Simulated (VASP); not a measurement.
# C (P1) in VASP: single point with r2SCAN

Aim: the single point of C with r2SCAN.

All numbers are computed with VASP 6.6.1; they aren't measurements. Logs are shortened: lines on timing, memory, paths and dates and some standing lists are left out, and cuts for length are marked.

**1. The cell of the first run**

The typed cell holds 4 atoms: a = 2.518 Å, b = 2.518 Å, c = 4.360 Å, α = 73.22°, β = 73.22°, γ = 60.00°.

**2. Single point, r2SCAN (atoms moved at random)**

Input file POSCAR:

```
C
1.0
    0.0000000000     -1.7801417069     -1.7801417069
   -1.7801417069      0.0000000000     -1.7801417069
    1.7801417069      1.7801417069     -3.5602834138
C
4
Direct
    0.7300856359      0.7730646283      0.7499958050
    0.2360580250      0.2469884551      0.2569639418
    0.3737538136      0.3928473980      0.8861248185
    0.9101025255      0.8370995186      0.3569154347
```

Input file INCAR.step1:

```
PREC     = Accurate       # precision mode
ENCUT    = 520            # plane-wave cutoff, eV
ISMEAR   = 0              # smearing method
SIGMA    = 0.05           # smearing width, eV
LREAL    = False          # projectors in reciprocal space
LASPH    = True           # aspherical terms in the spheres
NELM     = 80             # most SCF steps
NBANDS   = 16             # bands
GGA      = PE             # functional
ALGO     = Normal         # electronic algorithm
EDIFF    = 1E-4           # SCF threshold, eV
LWAVE    = True           # write WAVECAR
LCHARG   = False          # write CHGCAR
```

Input file INCAR.step2:

```
PREC     = Accurate       # precision mode
ENCUT    = 520            # plane-wave cutoff, eV
EDIFF    = 1E-6           # SCF threshold, eV
ISMEAR   = 0              # smearing method
SIGMA    = 0.05           # smearing width, eV
LREAL    = False          # projectors in reciprocal space
LASPH    = True           # aspherical terms in the spheres
NELM     = 80             # most SCF steps
ALGO     = Normal         # electronic algorithm
ISIF     = 2              # what is computed and relaxed
LWAVE    = False          # write WAVECAR
LCHARG   = True           # write CHGCAR
METAGGA  = R2SCAN         # meta-GGA
LMIXTAU  = True         
LELF     = True           # ELF
LVHAR    = True         
NBANDS   = 16             # bands
ISTART   = 1
```

Input file KPOINTS:

```
Automatic mesh
0
Gamma
  12 12 10
```

Potentials or basis: VASP PAW PBE potentials, release 64 (C).

The run is started by

```console
$ cat potpaw_PBE.64/C/POTCAR > POTCAR
$ cp INCAR.step1 INCAR
$ mpirun -np 1 vasp_std > vasp.out
$ cp INCAR.step2 INCAR
$ mpirun -np 1 vasp_std > vasp.out
```

OUTCAR:

```text
PREC = Accurate
   ENCUT = 520
   EDIFF = 1E-6
   ISMEAR = 0
   LREAL = False
   LASPH = True
   NELM = 80
   ISIF = 2
   METAGGA = R2SCAN
   ISTART = 1

 ion  position               nearest neighbor table
   1  0.730  0.773  0.750-   3 1.52   3 1.56   3 1.60   4 1.62
   2  0.236  0.247  0.257-   4 1.42   4 1.52   3 1.53   4 1.60
   3  0.374  0.393  0.886-   1 1.52   2 1.53   1 1.56   1 1.60
   4  0.910  0.837  0.357-   2 1.42   2 1.52   2 1.60   1 1.62

  LATTYP: Found a trigonal (rhomboedric) cell.
 ALAT       =     4.3604388518
 COS(alpha) =     0.8333333333

  Lattice vectors:

 A1 = (   1.7801417069,   3.5602834138,  -1.7801417069)
 A2 = (   3.5602834138,   1.7801417069,  -1.7801417069)
 A3 = (   1.7801417069,   1.7801417069,  -3.5602834138)

Analysis of symmetry for initial positions (statically):
=====================================================================
 Subroutine PRICEL returns:
 Original cell was already a primitive cell.

 Routine SETGRP: Setting up the symmetry group for a
 trigonal (rhombohedral) supercell.

 Subroutine GETGRP returns: Found  1 space group operations
 (whereof  1 operations were pure point group operations)
 out of a pool of 12 trial point group operations.

The static configuration has the point symmetry C_1 .

Analysis of symmetry for dynamics (positions and initial velocities):
=====================================================================
 Subroutine PRICEL returns:
 Original cell was already a primitive cell.

 Routine SETGRP: Setting up the symmetry group for a
 trigonal (rhombohedral) supercell.

 Subroutine GETGRP returns: Found  1 space group operations
 (whereof  1 operations were pure point group operations)
 out of a pool of 12 trial point group operations.

The dynamic configuration has the point symmetry C_1 .

 Subroutine INISYM returns: Found  1 space group operations
 (whereof  1 operations are pure point group operations),
 and found     1 'primitive' translations

----------------------------------------------------------------------------------------

                                     Primitive cell

  volume of cell :      22.5644

  direct lattice vectors                    reciprocal lattice vectors
     0.000000000 -1.780141707 -1.780141707     0.140438258 -0.421314773 -0.140438258
    -1.780141707  0.000000000 -1.780141707    -0.421314773  0.140438258 -0.140438258
     1.780141707  1.780141707 -3.560283414     0.140438258  0.140438258 -0.140438258

  length of vectors
     2.517500545  2.517500545  4.360438852     0.465781007  0.465781007  0.243246198

  position of ions in fractional coordinates (direct lattice)
     0.730085636  0.773064628  0.749995805
     0.236058025  0.246988455  0.256963942
     0.373753814  0.392847398  0.886124819
     0.910102526  0.837099519  0.356915435

  ion indices of the primitive-cell ions
   primitive index   ion index
                 1           1
                 2           2
                 3           3
                 4           4

----------------------------------------------------------------------------------------

 KPOINTS: Automatic mesh

Automatic generation of k-mesh.
 Grid dimensions read from file:
 generate k-points for:   12   12   10

 Generating k-lattice:

  Cartesian coordinates                     Fractional coordinates (reciprocal lattice)
     0.011703188 -0.035109564 -0.011703188     0.083333333  0.000000000  0.000000000
    -0.035109564  0.011703188 -0.011703188     0.000000000  0.083333333  0.000000000
     0.014043826  0.014043826 -0.014043826     0.000000000  0.000000000  0.100000000

  Length of vectors
     0.038815084  0.038815084  0.024324620

  Shift w.r.t. Gamma in fractional coordinates (k-lattice)
     0.000000000  0.000000000  0.000000000

 -----------------------------------------------------------------------------
|                                                                             |
|           W    W    AA    RRRRR   N    N  II  N    N   GGGG   !!!           |
|           W    W   A  A   R    R  NN   N  II  NN   N  G    G  !!!           |
|           W    W  A    A  R    R  N N  N  II  N N  N  G       !!!           |
|           W WW W  AAAAAA  RRRRR   N  N N  II  N  N N  G  GGG   !            |
|           WW  WW  A    A  R   R   N   NN  II  N   NN  G    G                |
|           W    W  A    A  R    R  N    N  II  N    N   GGGG   !!!           |
|                                                                             |
|     Your reciprocal lattice and k-lattice belong to different lattice       |
|     classes:                                                                |
|                                                                             |
|        The reciprocal lattice is rhombohedral (trigonal),                   |
|        whereas your k-lattice is base-centered monoclinic.                  |
|                                                                             |
|     Results are often still useful ...                                      |
|                                                                             |
 -----------------------------------------------------------------------------

 WARNING: IBZKPT: internal override: KBLOWUP is changed to .FALSE.
      ... skipping the blow-up phase ...

 Subroutine IBZKPT returns following result:
 ===========================================

 Found    724 irreducible k-points:

 Following reciprocal coordinates:
            Coordinates               Weight
  0.000000  0.000000  0.000000      1.000000
  0.083333  0.000000  0.000000      2.000000
  0.166667  0.000000  0.000000      2.000000
  0.250000  0.000000  0.000000      2.000000
  0.333333  0.000000  0.000000      2.000000
  0.416667  0.000000  0.000000      2.000000
[... 16 lines left out ...]
  0.250000  0.166667  0.000000      2.000000
  0.333333  0.166667  0.000000      2.000000
 [... further k-points ...]
   k-points           NKPTS =    724   k-points in BZ     NKDIM =    724   number of bands    NBANDS=     16
   number of dos      NEDOS =    301   number of ions     NIONS =      4
   total plane-waves  NPLWV =  12800
   dimension x,y,z NGX =    20 NGY =   20 NGZ =   32
   dimension x,y,z NGXF=    40 NGYF=   40 NGZF=   64
   ions per type =               4
   NGX,Y,Z   is equivalent  to a cutoff of  13.21, 13.21, 12.20 a.u.
   NGXF,Y,Z  is equivalent  to a cutoff of  26.41, 26.41, 24.40 a.u.
 SYSTEM =  unknown system
   PREC   = accura    normal or accurate (medium, high low for compatibility)
   ISTART =      1    job   : 0-new  1-cont  2-samecut
   ICHARG =      0    charge: 1-file 2-atom 10-const
   ISPIN  =      1    spin polarized calculation?
   LNONCOLLINEAR =      F non collinear calculations
   LSORBIT =      F    spin-orbit coupling
   LASPH  =      T    aspherical Exc in radial PAW
   ENCUT  =  520.0 eV  38.22 Ry    6.18 a.u.   4.68  4.68  8.11*2*pi/ulx,y,z
   NELM   =     80;   NELMIN=  2; NELMDL=  0     # of ELM steps
   EDIFF  = 0.1E-05   stopping-criterion for ELM
   LREAL  =      F    real-space projection
   EDIFFG = 0.1E-04   stopping-criterion for IOM
   NSW    =      0    number of steps for IOM
   IBRION =     -1    ionic relax: 0-MD 1-quasi-New 2-CG
   NFREE  =      0    steps in history (QN), initial steepest desc. (CG)
   ISIF   =      2    stress and relaxation
   ISYM   =      2    0-nonsym 1-usesym 2-fastsym
   POTIM  = 0.5000    time-step for ionic-motion
   TEBEG  =    0.0;   TEEND  =   0.0 temperature during run
   PSTRESS=    0.0 pullay stress
   NELECT =      16.0000    total number of electrons
   NUPDOWN=      -1.0000    fix difference up-down
   EMIN   =  10.00;   EMAX   =-10.00  energy-range for DOS
   EFERMI =   0.00;   METHOD = LEGACY
   ISMEAR =     0;   SIGMA  =   0.05  broadening in eV -4-tet -1-fermi 0-gaus
   EFERMI_NEDOS =   21; number of points for ismear=-14 and -15
   IALGO  =     38    algorithm
   IMIX   =      4    mixing-type and parameters
     AMIX     =   0.40;   BMIX     =  1.00
     AMIX_MAG =   1.60;   BMIX_MAG =  1.00
  volume/ion in A,a.u.               =       5.64        38.07
  Fermi-wavevector in a.u.,A,eV,Ry     =   1.459846  2.758708 28.996044  2.131149
  Thomas-Fermi vector in A             =   2.576365
   LORBIT       =      0    0 simple, 1 ext, 2 COOP (PROOUT), +10 PAW based schemes
   METAGGA = R2SCAN    functional components
   LHFCALC =     F    Hartree Fock is set to
   AEXX    =    0.0000 exact exchange contribution
   IVDW    =     0    specifies the selected vdW correction
   LEPSILON=     F    determine dielectric tensor
   LRPA    =     F    only Hartree local field effects (RPA)
 non-spin polarized calculation
 Gauss-broadening in eV      SIGMA  =   0.05
  energy-cutoff  :      520.00
  volume of cell :       22.56
 maximum number of plane-waves:       624
   NGX =  9   NGY =  9   NGZ = 17

 number of electron      16.0000000 magnetization

 Free energy of the ion-electron system (eV)
  ---------------------------------------------------
  ext. energy  EPLUGINS =         0.00000000
  ---------------------------------------------------
  free energy    TOTEN  =       -38.67710917 eV

  energy without entropy =      -38.67710917  energy(sigma->0) =      -38.67710917

 E-fermi :  11.2815     XC(G=0): -14.2921

 val. band max:       11.0443536424   @ k =   0.0000   0.0000   0.0000
 cond. band min:      13.8980176188   @ k =   0.0000  -0.4167   0.4000
 fundamental gap:      2.8536639764
 Fermi energy:        11.2815073088

 k-point     1 :       0.0000    0.0000    0.0000
  band No.  band energies     occupation
      1     -13.0593      2.00000
      2      -7.0786      2.00000
      3      -4.1217      2.00000
      4       5.5327      2.00000
      5       7.4706      2.00000
      6       9.0054      2.00000
[... 8 lines left out ...]
     15      23.4570      0.00000
     16      26.1615      0.00000

 k-point     2 :       0.0833    0.0000    0.0000
  band No.  band energies     occupation
      1     -12.8753      2.00000
      2      -6.9678      2.00000
      3      -3.9000      2.00000
      4       5.2712      2.00000
      5       6.5854      2.00000
      6       8.5301      2.00000
[... 8 lines left out ...]
     15      23.6115      0.00000
     16      26.2106      0.00000
[... 387 lines left out ...]
      5       3.9186      2.00000
      6       4.6631      2.00000
[... 8 lines left out ...]
     15      23.8771      0.00000
     16      24.5417      0.00000

 k-point    24 :       0.3333    0.1667    0.0000
  band No.  band energies     occupation
      1     -10.7574      2.00000
      2      -6.2765      2.00000
      3      -1.0921      2.00000
      4       1.7846      2.00000
      5       2.4070      2.00000
      6       3.4599      2.00000
[... 8 lines left out ...]
     15      23.4870      0.00000
     16      25.4690      0.00000

 [... further k-points ...]
[... 5 lines left out ...]
  --------------------------------------------------------------------------------------
  -------------------------------------------------------------------------------------
  Total        0.9098265      0.7074720      0.8365674     -0.3784696     -0.3985539      0.5605355
  in kB       64.6019200     50.2338099     59.4001841    -26.8731043    -28.2991883     39.8006313
  external PRESSURE =      58.0786380 kB  Pullay stress =       0.0000000 kB

 VOLUME and BASIS-vectors are now :
 -----------------------------------------------------------------------------
  energy-cutoff  :      520.00
  volume of cell :       22.56
      direct lattice vectors                 reciprocal lattice vectors
     0.000000000 -1.780141707 -1.780141707     0.140438258 -0.421314773 -0.140438258
    -1.780141707  0.000000000 -1.780141707    -0.421314773  0.140438258 -0.140438258
     1.780141707  1.780141707 -3.560283414     0.140438258  0.140438258 -0.140438258

 POSITION                                       TOTAL-FORCE (eV/Angst)
 -----------------------------------------------------------------------------------
     -0.04107      0.03544     -5.34602         1.124994     -1.282146     -1.259426
      0.01776      0.03722     -1.77476         1.336828     -4.415278      1.922395
      0.87810      0.91209     -4.51951        -1.189596     -0.297705      3.087448
     -0.85480     -0.98475     -4.38099        -1.272227      5.995130     -3.750417
 -----------------------------------------------------------------------------------
    total drift:                               -0.000084     -0.000072      0.000049

  FREE ENERGIE OF THE ION-ELECTRON SYSTEM (eV)
  ---------------------------------------------------
  free  energy   TOTEN  =       -38.6771091710 eV

  energy  without entropy=      -38.6771091710  energy(sigma->0) =      -38.67710917
```

Run time: 11 min. Hardware: 1 thread of Intel Xeon Platinum 8259CL at 2.50GHz (Skylake/Cascade Lake), shared host; peak memory 0.28 GiB.

Results:

```yaml
Free_energy: -38.6771 eV
Pressure: 5.8 GPa
Largest_force: 7.185 eV/Å
Band_gap_on_the_k_mesh: 2.85 eV
```

Forces on the atoms (eV/Å):
```
C    1.125 -1.282 -1.259
C    1.337 -4.415  1.922
C   -1.190 -0.298  3.087
C   -1.272  5.995 -3.750
```

Caveat: the cell differs from its parent crystal (atoms moved at random); the cell stands under pressure; the PAW data sets were made with another functional, which shifts forces and pressure a little. A k mesh can miss the band edges.
